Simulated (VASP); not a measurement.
A run of VASP 6.6.1:

The input INCAR:

```
  PREC = Accurate
  ENCUT = 520
  EDIFF = 1E-6
  ISMEAR = 0
  SIGMA = 0.1
  LREAL = False
  LASPH = True
  NELM = 80
  ALGO = Fast
  ISIF = 2
  LWAVE = False
  LCHARG = True
  GGA = PS
  LELF = True
  LVHAR = True
  NBANDS = 69
```

The input KPOINTS:

```
Automatic mesh
0
Gamma
  6 6 6
```

POSCAR

```
Hg4Pt
1.0
    6.3534612693      0.0000000000      0.0000000000
    0.0000000000      6.3534612693      0.0000000000
    0.0000000000      0.0000000000      6.3534612693
Hg Pt
8 2
Direct
    0.2500000000      0.2500000000      0.2500000000
    0.7500000000      0.2500000000      0.2500000000
    0.2500000000      0.2500000000      0.7500000000
    0.2500000000      0.7500000000      0.2500000000
    0.7500000000      0.7500000000      0.7500000000
    0.2500000000      0.7500000000      0.7500000000
    0.7500000000      0.7500000000      0.2500000000
    0.7500000000      0.2500000000      0.7500000000
    0.0000000000      0.0000000000      0.0000000000
    0.5000000000      0.5000000000      0.5000000000
```

Potentials or basis: VASP PAW PBE potentials, release 64 (Hg, Pt).

Launch:

```console
$ cat potpaw_PBE.64/Hg/POTCAR potpaw_PBE.64/Pt/POTCAR > POTCAR
$ mpirun -np 1 vasp_std > vasp.out
```

Hardware: 1 thread of Intel(R) Xeon(R) 6975P-C (Granite Rapids) (shared host).

Task: Estimate the wall time of this run.

Result: Wall time 2.5 min on 1 thread of Intel(R) Xeon(R) 6975P-C (Granite Rapids) (shared host), peak memory 0.48 GiB. Counts: scf iterations 14, k points 20.
